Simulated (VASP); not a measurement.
# C (Fmmm) in VASP: notebook

C is run at these levels: PBE+D3(BJ); tasks: relaxation of cell and atoms, single point.

All numbers are computed with VASP 6.6.1; they aren't measurements. Logs are shortened: lines on timing, memory, paths and dates and some standing lists are left out, and cuts for length are marked.

## (1) The cell of the first run

Symmetry: Fmmm, No. 69, orthorhombic system. The conventional cell has a = 2.456 Å, b = 4.254 Å, c = 6.696 Å, α = 90.00°, β = 90.00°, γ = 90.00°. C (site symmetry m2m) has 3 C at 1.42 Å within 1.9 Å.

## (2) Relaxation of cell and atoms, PBE+D3(BJ)

INCAR

```
PREC = Accurate
ENCUT = 600
EDIFF = 1E-6
ISMEAR = 0
SIGMA = 0.02
LREAL = False
LASPH = True
NELM = 100
ALGO = Normal
ISIF = 3
LWAVE = False
LCHARG = False
GGA = PE
IVDW = 12
IBRION = 2
NSW = 100
EDIFFG = -0.005
```

KPOINTS

```
regular mesh
0
Gamma
  14 14 14
```

POSCAR

```
C
1.0
    0.0000000000      2.1270000000      3.3480000000
    1.2280000000      0.0000000000      3.3480000000
    1.2280000000      2.1270000000      0.0000000000
C
2
Direct
    0.1666700000      0.8333300000      0.1666700000
    0.8333300000      0.1666700000      0.8333300000
```

Potentials or basis: VASP PAW PBE potentials, release 64 (C).

The run is started by

```
cat potpaw_PBE.64/C/POTCAR > POTCAR
mpirun -np 1 vasp_std > vasp.out
```

OUTCAR:

```text
PREC = Accurate
   ENCUT = 600
   EDIFF = 1E-6
   ISMEAR = 0
   LREAL = False
   LASPH = True
   NELM = 100
   ISIF = 3
   GGA = PE
   IVDW = 12
   IBRION = 2
   NSW = 100
   EDIFFG = -0.005
 IVDW          = 12

 ion  position               nearest neighbor table
   1  0.167  0.833  0.167-   2 1.42   2 1.42   2 1.42
   2  0.833  0.167  0.833-   1 1.42   1 1.42   1 1.42

  LATTYP: Found a face centered orthorhombic cell.
 ALAT       =     2.4560000000
 B/A-ratio  =     1.7320846906
 C/A-ratio  =     2.7263843648

  Lattice vectors:

 A1 = (   0.0000000000,   2.1270000000,   3.3480000000)
 A2 = (   1.2280000000,   0.0000000000,   3.3480000000)
 A3 = (   1.2280000000,   2.1270000000,   0.0000000000)

Analysis of symmetry for initial positions (statically):
=====================================================================
 Subroutine PRICEL returns:
 Original cell was already a primitive cell.

 Routine SETGRP: Setting up the symmetry group for a
 face centered orthorhombic supercell.

 Subroutine GETGRP returns: Found  8 space group operations
 (whereof  8 operations were pure point group operations)
 out of a pool of  8 trial point group operations.

The static configuration has the point symmetry D_2h.

Analysis of symmetry for dynamics (positions and initial velocities):
=====================================================================
 Subroutine PRICEL returns:
 Original cell was already a primitive cell.

 Routine SETGRP: Setting up the symmetry group for a
 face centered orthorhombic supercell.

 Subroutine GETGRP returns: Found  8 space group operations
 (whereof  8 operations were pure point group operations)
 out of a pool of  8 trial point group operations.

The dynamic configuration has the point symmetry D_2h.

 Subroutine INISYM returns: Found  8 space group operations
 (whereof  8 operations are pure point group operations),
 and found     1 'primitive' translations

----------------------------------------------------------------------------------------

                                     Primitive cell

  volume of cell :      17.4897

  direct lattice vectors                    reciprocal lattice vectors
     0.000000000  2.127000000  3.348000000    -0.407166124  0.235072873  0.149342891
     1.228000000  0.000000000  3.348000000     0.407166124 -0.235072873  0.149342891
     1.228000000  2.127000000  0.000000000     0.407166124  0.235072873 -0.149342891

  length of vectors
     3.966513961  3.566102635  2.456036034     0.493301943  0.493301943  0.493301943

  position of ions in fractional coordinates (direct lattice)
     0.166670000  0.833330000  0.166670000
     0.833330000  0.166670000  0.833330000

  ion indices of the primitive-cell ions
   primitive index   ion index
                 1           1
                 2           2

----------------------------------------------------------------------------------------

 KPOINTS: regular mesh

Automatic generation of k-mesh.
 Grid dimensions read from file:
 generate k-points for:   14   14   14

 Generating k-lattice:

  Cartesian coordinates                     Fractional coordinates (reciprocal lattice)
    -0.029083295  0.016790919  0.010667349     0.071428571  0.000000000  0.000000000
     0.029083295 -0.016790919  0.010667349     0.000000000  0.071428571  0.000000000
     0.029083295  0.016790919 -0.010667349     0.000000000  0.000000000  0.071428571

  Length of vectors
     0.035235853  0.035235853  0.035235853

  Shift w.r.t. Gamma in fractional coordinates (k-lattice)
     0.000000000  0.000000000  0.000000000

 Subroutine IBZKPT returns following result:
 ===========================================

 Found    428 irreducible k-points:

 Following reciprocal coordinates:
            Coordinates               Weight
  0.000000  0.000000  0.000000      1.000000
  0.071429  0.000000  0.000000      8.000000
  0.142857  0.000000  0.000000      8.000000
  0.214286  0.000000  0.000000      8.000000
  0.285714  0.000000  0.000000      8.000000
  0.357143  0.000000 -0.000000      8.000000
[... 16 lines left out ...]
  0.214286  0.142857  0.000000      8.000000
  0.285714  0.142857  0.000000      8.000000
 [... further k-points ...]
   k-points           NKPTS =    428   k-points in BZ     NKDIM =    428   number of bands    NBANDS=      8
   number of dos      NEDOS =    301   number of ions     NIONS =      2
   total plane-waves  NPLWV =  17920
   dimension x,y,z NGX =    32 NGY =   28 NGZ =   20
   dimension x,y,z NGXF=    64 NGYF=   56 NGZF=   40
   ions per type =               2
   NGX,Y,Z   is equivalent  to a cutoff of  13.41, 13.05, 13.54 a.u.
   NGXF,Y,Z  is equivalent  to a cutoff of  26.82, 26.11, 27.08 a.u.
 SYSTEM =  unknown system
   PREC   = accura    normal or accurate (medium, high low for compatibility)
   ISTART =      0    job   : 0-new  1-cont  2-samecut
   ICHARG =      2    charge: 1-file 2-atom 10-const
   ISPIN  =      1    spin polarized calculation?
   LNONCOLLINEAR =      F non collinear calculations
   LSORBIT =      F    spin-orbit coupling
   LASPH  =      T    aspherical Exc in radial PAW
   ENCUT  =  600.0 eV  44.10 Ry    6.64 a.u.   7.92  7.12  4.91*2*pi/ulx,y,z
   NELM   =    100;   NELMIN=  2; NELMDL= -5     # of ELM steps
   EDIFF  = 0.1E-05   stopping-criterion for ELM
   LREAL  =      F    real-space projection
   EDIFFG = -.5E-02   stopping-criterion for IOM
   NSW    =    100    number of steps for IOM
   IBRION =      2    ionic relax: 0-MD 1-quasi-New 2-CG
   NFREE  =      1    steps in history (QN), initial steepest desc. (CG)
   ISIF   =      3    stress and relaxation
   ISYM   =      2    0-nonsym 1-usesym 2-fastsym
   POTIM  = 0.5000    time-step for ionic-motion
   TEBEG  =    0.0;   TEEND  =   0.0 temperature during run
   PSTRESS=    0.0 pullay stress
   NELECT =       8.0000    total number of electrons
   NUPDOWN=      -1.0000    fix difference up-down
   EMIN   =  10.00;   EMAX   =-10.00  energy-range for DOS
   EFERMI =   0.00;   METHOD = LEGACY
   ISMEAR =     0;   SIGMA  =   0.02  broadening in eV -4-tet -1-fermi 0-gaus
   EFERMI_NEDOS =   21; number of points for ismear=-14 and -15
   IALGO  =     38    algorithm
   IMIX   =      4    mixing-type and parameters
     AMIX     =   0.40;   BMIX     =  1.00
     AMIX_MAG =   1.60;   BMIX_MAG =  1.00
  volume/ion in A,a.u.               =       8.74        59.01
  Fermi-wavevector in a.u.,A,eV,Ry     =   1.261376  2.383654 21.647797  1.591068
  Thomas-Fermi vector in A             =   2.394838
   LORBIT       =      0    0 simple, 1 ext, 2 COOP (PROOUT), +10 PAW based schemes
   GGA     = PE    functional components
   LHFCALC =     F    Hartree Fock is set to
   AEXX    =    0.0000 exact exchange contribution
   IVDW    =    12    specifies the selected vdW correction
   LEPSILON=     F    determine dielectric tensor
   LRPA    =     F    only Hartree local field effects (RPA)
 conjugate gradient relaxation of ions
 non-spin polarized calculation
 Gauss-broadening in eV      SIGMA  =   0.02
  energy-cutoff  :      600.00
  volume of cell :       17.49
 maximum number of plane-waves:       600
   NGX = 15   NGY = 15   NGZ =  9

--------------------------------------- Ionic step        1  -------------------------------------------

 number of electron       8.0000000 magnetization

 Free energy of the ion-electron system (eV)
  ---------------------------------------------------
  ext. energy  EPLUGINS =         0.00000000
  ---------------------------------------------------
  free energy    TOTEN  =       -18.42077761 eV

  energy without entropy =      -18.42077761  energy(sigma->0) =      -18.42077761

------------------------ aborting loop because EDIFF is reached ----------------------------------------

 Edisp (eV)   -0.31365

 E8    (eV) :    -0.0889

  FORCE on cell =-STRESS in cart. coord.  units (eV):
  Direction    XX          YY          ZZ          XY          YZ          ZX
  --------------------------------------------------------------------------------------
  -------------------------------------------------------------------------------------
  Total       0.54118     0.54237     0.03524     0.00000     0.00000     0.00000
  in kB      49.57580    49.68499     3.22819     0.00000     0.00000     0.00000
  external pressure =       34.16 kB  Pullay stress =        0.00 kB
[... 97 lines left out ...]
  FREE ENERGIE OF THE ION-ELECTRON SYSTEM (eV)
  ---------------------------------------------------
  free  energy   TOTEN  =       -18.7364363853 eV

  energy  without entropy=      -18.7364363853  energy(sigma->0) =      -18.73643639

[... ionic steps 4 to 26 ...]

--------------------------------------- Ionic step       27  -------------------------------------------

 number of electron       8.0000000 magnetization

------------------------ aborting loop because EDIFF is reached ----------------------------------------

 Edisp (eV)   -0.31085

 E8    (eV) :    -0.0880
[... 69 lines left out ...]
  energy  without entropy=      -18.7365756898  energy(sigma->0) =      -18.73657569

--------------------------------------- Ionic step       29  -------------------------------------------

 number of electron       8.0000000 magnetization

 Free energy of the ion-electron system (eV)
  ---------------------------------------------------
  ext. energy  EPLUGINS =         0.00000000
  ---------------------------------------------------
  free energy    TOTEN  =       -18.42575922 eV

  energy without entropy =      -18.42575922  energy(sigma->0) =      -18.42575922

 E-fermi :   4.8705     XC(G=0): -10.2860

 val. band max:        4.7244300354   @ k =   0.5000  -0.1429   0.3571
 cond. band min:       5.1008573787   @ k =  -0.1429   0.2143   0.2857
 fundamental gap:      0.3764273433
 Fermi energy:         4.8705428258

 k-point     1 :       0.0000    0.0000    0.0000
  band No.  band energies     occupation
      1     -15.0101      2.00000
      2      -1.9378      2.00000
      3       1.6295      2.00000
      4       1.6343      2.00000
      5       8.8830      0.00000
      6      12.9529      0.00000
      7      13.0407      0.00000
      8      16.0246      0.00000
[... 243 lines left out ...]
 k-point    24 :       0.2857    0.1429    0.0000
  band No.  band energies     occupation
      1     -14.4192      2.00000
      2      -2.2082      2.00000
      3      -0.1267      2.00000
      4       0.7480      2.00000
      5      11.4034      0.00000
      6      13.0769      0.00000
      7      14.4744      0.00000
      8      14.9079      0.00000

 [... further k-points ...]

------------------------ aborting loop because EDIFF is reached ----------------------------------------

 Edisp (eV)   -0.31082

 E8    (eV) :    -0.0880

  FORCE on cell =-STRESS in cart. coord.  units (eV):
  Direction    XX          YY          ZZ          XY          YZ          ZX
  --------------------------------------------------------------------------------------
  -------------------------------------------------------------------------------------
  Total      -0.00375     0.00810     0.00082     0.00000     0.00000     0.00000
  in kB      -0.33850     0.73162     0.07399     0.00000     0.00000     0.00000
  external pressure =        0.16 kB  Pullay stress =        0.00 kB
[... 17 lines left out ...]
  FREE ENERGIE OF THE ION-ELECTRON SYSTEM (eV)
  ---------------------------------------------------
  free  energy   TOTEN  =       -18.7365761636 eV

  energy  without entropy=      -18.7365761636  energy(sigma->0) =      -18.73657616

 reached required accuracy - stopping structural energy minimisation
```

It took 12 min on 1 thread of AMD EPYC 7R43 (Zen 3), shared host; peak memory 0.17 GiB.

What came out:

```yaml
Free_energy: -18.7366 eV
Relaxed_volume: 8.87 Å³/atom
Relaxed_cell: a = 3.991 Å, b = 3.590 Å, c = 2.465 Å, α = 80.11°, β = 62.40°, γ = 37.48°
Space_group_after_relaxing_to_0.05_Å: Fmmm (No. 69)
Energy_gained_by_relaxing: 1.1 meV/atom
Ionic_steps: 29
Pressure_after_relaxing: 0.0 GPa
Band_gap_on_the_k_mesh: 0.38 eV, indirect (least direct gap 0.47 eV)
Dispersion_energy_per_atom: -0.155 eV
```

The path:
```csv
step,energy change (eV),largest force (eV/Å),pressure (GPa),volume (Å³)
1,0.0000,0.0310,3.42,17.49
2,0.0103,0.1221,-7.61,17.97
3,-0.0020,0.0175,0.08,17.63
4,-0.0020,0.0164,0.14,17.62
5,-0.0020,0.0638,0.07,17.64
6,-0.0020,0.0158,0.12,17.63
7,-0.0020,0.0104,0.03,17.64
8,-0.0021,0.0061,-0.21,17.69
9,-0.0021,0.0065,-0.11,17.70
10,-0.0021,0.0075,0.09,17.71
11,-0.0021,0.0003,0.11,17.72
12,-0.0021,0.0232,0.03,17.73
13,-0.0021,0.0140,0.08,17.73
14,-0.0021,0.0162,0.09,17.73
15,-0.0021,0.0197,0.08,17.73
16,-0.0021,0.0215,0.07,17.73
17,-0.0021,0.0222,0.07,17.73
18,-0.0021,0.0241,0.01,17.74
19,-0.0021,0.0206,0.02,17.74
20,-0.0021,0.0101,0.03,17.74
21,-0.0021,0.0123,0.00,17.74
22,-0.0021,0.0046,-0.01,17.74
23,-0.0021,0.0010,0.00,17.74
24,-0.0021,0.0021,0.01,17.74
25,-0.0021,0.0033,0.01,17.74
26,-0.0021,0.0033,0.01,17.74
27,-0.0022,0.0032,0.04,17.74
28,-0.0022,0.0010,0.03,17.75
29,-0.0022,0.0011,0.02,17.74
```

Final structure:
```cif
data_structure
_symmetry_space_group_name_H-M 'P 1'
_symmetry_Int_Tables_number 1
_cell_length_a 3.9906
_cell_length_b 3.5899
_cell_length_c 2.4651
_cell_angle_alpha 80.112
_cell_angle_beta 62.403
_cell_angle_gamma 37.484
_cell_volume 17.74
loop_
_atom_site_label
_atom_site_type_symbol
_atom_site_fract_x
_atom_site_fract_y
_atom_site_fract_z
_atom_site_occupancy
C1 C 0.16674 0.83326 0.16674 1
C2 C 0.83326 0.16674 0.83326 1
```

Levels at points of the mesh, in eV from the valence-band top:
| k point | band 1 | band 2 | band 3 | band 4 | band 5 | band 6 | band 7 | band 8 |
| --- | --- | --- | --- | --- | --- | --- | --- | --- |
| (0.00, 0.00, 0.00) | -19.73 | -6.66 | -3.09 | -3.09 | 4.16 | 8.23 | 8.32 | 11.30 |
| (0.50, 0.00, 0.00) | -14.35 | -13.31 | -6.48 | -2.45 | 1.56 | 7.31 | 12.43 | 13.56 |
| (0.50, 0.50, 0.00) | -19.45 | -8.58 | -3.12 | -3.08 | 8.22 | 8.26 | 10.36 | 11.44 |
| (0.50, 0.00, 0.50) | -14.45 | -13.38 | -6.46 | -1.70 | 2.39 | 7.50 | 11.10 | 11.37 |
| (0.00, 0.50, 0.50) | -14.23 | -13.22 | -6.51 | -3.11 | 0.89 | 7.12 | 13.69 | 17.27 |

A k mesh can miss the band edges. Zero-point motion and thermal expansion aren't in these numbers.

(Part 1 of 2 ends here.)
